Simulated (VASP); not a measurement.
# Sr4TmSi (P4/mmm) in VASP: notebook, part 2 of 2

VASP 6.6.1. Earlier steps stand in the parts before.

## (3) Relaxation of cell and atoms, PBE

This run uses another cell than the first one, of 23.67 Å³/atom.

File INCAR:

```
SYSTEM = Sr4TmSi
  ALGO = Normal
  EDIFF = 1E-7
  EDIFFG = -0.08
  ENCUT = 500
  GGA = PE
  GGA_COMPAT = .FALSE.
  IBRION = 2
  ISIF = 3
  ISMEAR = 0
  LASPH = .TRUE.
  LCHARG = .FALSE.
  LMAXMIX = 6
  LREAL = .FALSE.
  LWAVE = .FALSE.
  NELM = 200
  NELMIN = 4
  NSW = 36
  PREC = Accurate
  SIGMA = 0.2
```

File KPOINTS:

```
k-points
0
G
  4 4 2
  0 0 0
```

File POSCAR:

```
Sr4TmSi
1.0
    4.3428003800      0.0000000000      0.0000000000
    0.0000000000      4.3428003800      0.0000000000
    0.0000000000      0.0000000000      7.5313932200
Sr Tm Si
4 1 1
Direct
    0.0000000000      0.0000000000      0.7185918700
    0.0000000000      0.0000000000      0.2814081300
    0.5000000000      0.0000000000      0.0000000000
    0.0000000000      0.5000000000      0.0000000000
    0.0000000000      0.0000000000      0.0000000000
    0.5000000000      0.5000000000      0.5000000000
```

Potentials or basis: VASP PAW PBE potentials, release 64 (Sr_sv, Tm_3, Si), 4f in core.

Command:

```sh
$ cat potpaw_PBE.64/Sr_sv/POTCAR potpaw_PBE.64/Tm_3/POTCAR potpaw_PBE.64/Si/POTCAR > POTCAR
$ mpirun -np 1 vasp_std > vasp.out
```

OUTCAR:

```text
SYSTEM = Sr4TmSi
   EDIFF = 1E-7
   EDIFFG = -0.08
   ENCUT = 500
   GGA = PE
   IBRION = 2
   ISIF = 3
   ISMEAR = 0
   LASPH = .TRUE.
   LREAL = .FALSE.
   NELM = 200
   NELMIN = 4
   NSW = 36
   PREC = Accurate

 ion  position               nearest neighbor table
   1  0.000  0.000  0.719-   5 2.12   4 3.03   3 3.03   4 3.03   3 3.03   2 3.29   6 3.48   6 3.48
                             6 3.48   6 3.48   2 4.24
   2  0.000  0.000  0.281-   5 2.12   4 3.03   3 3.03   4 3.03   3 3.03   1 3.29   6 3.48   6 3.48
                             6 3.48   6 3.48   1 4.24
   3  0.500  0.000  0.000-   5 2.17   5 2.17   1 3.03   1 3.03   2 3.03   2 3.03   4 3.07   4 3.07
                             4 3.07   4 3.07
   4  0.000  0.500  0.000-   5 2.17   5 2.17   1 3.03   1 3.03   2 3.03   2 3.03   3 3.07   3 3.07
                             3 3.07   3 3.07
   5  0.000  0.000  0.000-   1 2.12   2 2.12   3 2.17   4 2.17   4 2.17   3 2.17
   6  0.500  0.500  0.500-   1 3.48   2 3.48   1 3.48   2 3.48   1 3.48   2 3.48   1 3.48   2 3.48
[... 733 lines left out ...]

 number of electron      53.0000011 magnetization

------------------------ aborting loop because EDIFF is reached ----------------------------------------
[... 75 lines left out ...]
--------------------------------------- Ionic step       10  -------------------------------------------

 number of electron      53.0000004 magnetization

 Free energy of the ion-electron system (eV)
  ---------------------------------------------------
  ext. energy  EPLUGINS =         0.00000000
  ---------------------------------------------------
  free energy    TOTEN  =        -8.14684264 eV

  energy without entropy =       -7.79467390  energy(sigma->0) =       -7.97075827

 E-fermi :   0.3161     XC(G=0):  -6.6500

 val. band max:        0.3122212227   @ k =   0.2500   0.2500   0.5000
 cond. band min:       0.3164895081   @ k =   0.2500   0.2500   0.0000
 fundamental gap:      0.0042682854
 Fermi energy:         0.3161170013

 k-point     1 :       0.0000    0.0000    0.0000
  band No.  band energies     occupation
      1     -36.5441      2.00000
      2     -36.5253      2.00000
      3     -35.5870      2.00000
      4     -35.5754      2.00000
      5     -25.2295      2.00000
      6     -25.2295      2.00000
[... 430 lines left out ...]
  FREE ENERGIE OF THE ION-ELECTRON SYSTEM (eV)
  ---------------------------------------------------
  free  energy   TOTEN  =        -8.1468426362 eV

  energy  without entropy=       -7.7946738964  energy(sigma->0) =       -7.97075827

 reached required accuracy - stopping structural energy minimisation
```

OSZICAR:

```text
N       E                     dE             d eps       ncg     rms          rms(c)
DAV:   1     0.582530805344E+03    0.58253E+03   -0.24485E+04   768   0.158E+03
DAV:   2     0.476637866639E+02   -0.53487E+03   -0.52308E+03   848   0.481E+02
DAV:   3    -0.393279831668E+01   -0.51597E+02   -0.50902E+02  1216   0.126E+02
DAV:   4    -0.808277421355E+01   -0.41500E+01   -0.40357E+01  1256   0.282E+01
[... 170 lines left out ...]
DAV:   9    -0.814684214953E+01    0.24496E-05   -0.13604E-05  1322   0.132E-02    0.767E-03
DAV:  10    -0.814684303123E+01   -0.88170E-06   -0.16003E-06   995   0.431E-03    0.487E-03
DAV:  11    -0.814684292271E+01    0.10852E-06   -0.77241E-07   819   0.234E-03    0.176E-03
DAV:  12    -0.814684268970E+01    0.23301E-06   -0.11548E-07   581   0.163E-03    0.536E-04
DAV:  13    -0.814684263618E+01    0.53526E-07   -0.27424E-08   449   0.120E-03
  10 F= -.81468426E+01 E0= -.79707583E+01  d E =-.631745E-01
```

Wall time 7.7 min (1 thread of Intel Xeon Platinum 8488C (Sapphire Rapids), shared host); peak memory 0.26 GiB.

What came out:

* Free energy: -8.1468 eV
* Relaxed volume: 60.87 Å³/atom
* Relaxed cell: a = 5.943 Å, b = 5.943 Å, c = 10.339 Å, α = 90.00°, β = 90.00°, γ = 90.00°
* Space group after relaxing (to 0.1 Å): P4/mmm (No. 123)
* Energy gained by relaxing: 2920.4 meV/atom
* Ionic steps: 10
* Pressure after relaxing: 0.0 GPa
* Largest force after relaxing: 0.048 eV/Å
* Band gap on the k mesh: zero (an odd number of electrons rules out a gap without spin polarisation)

Forces on the atoms (eV/Å):
```
Sr   0.000  0.000  0.048
Sr   0.000  0.000 -0.048
Sr   0.000  0.000  0.000
Sr   0.000  0.000  0.000
Tm   0.000  0.000  0.000
Si   0.000  0.000  0.000
```

Step by step:
```csv
step,energy change (eV),largest force (eV/Å),pressure (GPa),volume (Å³)
1,0.0000,14.3778,58.49,142.04
2,-15.9600,3.3979,0.04,403.59
3,-16.5136,1.4385,3.30,262.23
4,-16.5366,2.7813,0.79,330.24
5,-16.6690,2.2911,1.56,299.02
6,-16.6555,2.4089,1.36,305.82
7,-17.1661,1.3014,0.64,327.57
8,-17.4592,0.1481,-0.15,370.18
9,-17.5007,0.1095,-0.10,368.03
10,-17.5224,0.0478,-0.03,365.20
```

Final structure:
```
Sr Tm Si
1.0
     5.94342    0.00000    0.00000
     0.00000    5.94342    0.00000
     0.00000    0.00000   10.33866
Sr Tm Si
4 1 1
Cartesian
  0.0000 0.0000 6.9810
  5.9434 5.9434 3.3577
  2.9717 0.0000 0.0000
  5.9434 2.9717 0.0000
  5.9434 0.0000 0.0000
  2.9717 2.9717 5.1693
```

Levels at points of the mesh, in eV from the Fermi level:
```tsv
k point	band 22	band 23	band 24	band 25	band 26	band 27	band 28	band 29	band 30	band 31
(0.00, 0.00, 0.00)	-0.96	-0.67	-0.57	-0.26	-0.26	0.06	0.06	0.10	0.32	0.91
(0.50, 0.00, 0.00)	-1.05	-0.71	-0.40	-0.14	-0.12	-0.12	0.20	0.30	0.61	1.19
(0.50, 0.50, 0.00)	-0.73	-0.73	-0.32	-0.32	-0.10	-0.02	0.19	0.36	0.36	0.74
(0.00, 0.00, 0.50)	-0.99	-0.67	-0.56	-0.29	-0.29	0.06	0.06	0.11	0.36	0.82
(0.50, 0.00, 0.50)	-1.52	-0.89	-0.17	-0.06	-0.01	0.11	0.36	0.38	0.38	1.44
(0.50, 0.50, 0.50)	-0.72	-0.67	-0.67	-0.40	-0.40	-0.25	0.33	0.33	0.63	1.17
```

Caveat: the k points lie up to 0.30 Å⁻¹ apart in the final cell, too coarse for converged energies and pressures of a metal; the volume moved by over 15 % at a fixed basis, so the end points are rough; spin-orbit coupling is left out, which moves the levels of the heavy elements; the 4f electrons are frozen in the core, so they carry no moment and show no levels; the relaxation stopped at a loose force limit of 0.08 eV/Å, so its end isn't a converged minimum.

The gap in the log of VASP goes by the Fermi energy; the results here count the filled bands.